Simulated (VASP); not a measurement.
Wanted: the native input for a VASP 6.6.1 run.

* Task: single point
* Functional: PBE
* Potentials or basis: VASP PAW PBE potentials, release 64 (Cu)
* Cutoff: 520 eV
* k mesh: 24 × 24 × 24
* Occupations: gaussian, width 0.15 eV
* Spin: no spin polarisation
* Dipole correction: no
* Further INCAR settings: ALGO = Fast; EDIFF = 1e-06; NBANDS = 12

The structure of Cu lies in POSCAR:

```
Cu
1.0
   -1.4638209518      1.4638209518      1.5491617133
    1.4638209518     -1.4638209518      1.5491617133
    1.4638209518      1.4638209518     -1.5491617133
Cu
1
Direct
    0.0000000000      0.0000000000      0.0000000000
```

This cell differs from its parent crystal: volume 13.278 Å^3 an atom, c/a of the conventional cell 1.0583.

These files were run (other wordings do the same):

INCAR

```
PREC = Accurate
ENCUT = 520
EDIFF = 1E-6
ISMEAR = 0
SIGMA = 0.15
LREAL = F
LASPH = T
NELM = 100
ALGO = Fast
ISIF = 2
LWAVE = F
LCHARG = F
GGA = PE
NBANDS = 12
```

KPOINTS

```
regular mesh
0
Gamma
  24 24 24
```

Potentials or basis: VASP PAW PBE potentials, release 64 (Cu).

The run is started by

```console
$ cat potpaw_PBE.64/Cu/POTCAR > POTCAR
$ mpirun -np 1 vasp_std > vasp.out
```

It gave:

```json
{
  "Pressure": "-10.2 GPa"
}
```

Wall time 2.6 min on 1 thread of AMD EPYC 7R43 64-Core Processor (Zen 3), with other jobs on the host, peak memory 0.23 GiB.
